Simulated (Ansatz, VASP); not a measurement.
# Ru: VASP beside Ansatz

```xyz
1
Lattice="-1.5265 1.5265 1.5265 1.5265 -1.5265 1.5265 1.5265 1.5265 -1.5265" Properties=species:S:1:pos:R:3 pbc="T T T"
Ru    0.0000    0.0000    0.0000
```

Alike in both runs: functional PBE; k mesh 19 × 19 × 19; occupations fermi-dirac, width 0.05 eV; no spin polarisation.

Ansatz relaxed the structure, and its values are those at the end. VASP's run is a single point on that final structure, the one shown.

|  | VASP | Ansatz |
| --- | --- | --- |
| version | VASP 6.6.1 | Ansatz 0.2.0 |
| potentials or method | VASP PAW PBE potentials, release 64 (Ru_pv), cutoff 500 eV | all-electron LAPW, scalar-relativistic |

|  | VASP | Ansatz | Ansatz less VASP |
| --- | --- | --- | --- |
| pressure (GPa) | 0.0 | 0.0 | 0.00 |

Ansatz ran all-electron here, and VASP with PAW potentials.
